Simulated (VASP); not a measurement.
Runs of VASP 6.6.1 on Pd. The structure is that of space group P6_3/mmc (No. 194), or close to it. The cells are those of the table. 

| cell | gap on the mesh (eV) | pressure (GPa) |
| --- | --- | --- |
| a = 2.706, b = 2.706, c = 8.932 Å, angles 90.0, 90.0, 120.0°, 4 atoms | none | 6.1 |
| a = 2.817, b = 2.817, c = 9.297 Å, angles 90.0, 90.0, 120.0°, 4 atoms | none | (b) |
| a = 2.744, b = 2.744, c = 9.057 Å, angles 90.0, 90.0, 120.0°, 4 atoms | none | -2.6 |
| a = 2.799, b = 2.799, c = 9.238 Å, angles 90.0, 90.0, 120.0°, 4 atoms | none | -12.1 |
| a = 2.763, b = 2.763, c = 9.118 Å, angles 90.0, 90.0, 120.0°, 4 atoms | none | -6.2 |
| a = 2.725, b = 2.725, c = 8.995 Å, angles 90.0, 90.0, 120.0°, 4 atoms | none | 1.4 |
| a = 2.781, b = 2.781, c = 9.179 Å, angles 90.0, 90.0, 120.0°, 4 atoms | none | (a) |

Alike in all rows: task single point; level PBEsol; potentials or basis VASP PAW PBE potentials, release 64 (Pd); no spin polarisation; k mesh 11 × 11 × 3; cutoff (eV) 520; smearing fermi-dirac 0.05 eV.

Question: Estimate the missing entries.

Answer: (a) -9.4; (b) -14.5.

Caveats: the PAW data sets were made with another functional, which shifts forces and pressure a little.

A k mesh can miss the band edges, and the runs leave out spin-orbit coupling on Pd.

A gap of «none» marks levels without a gap at the run's occupations.
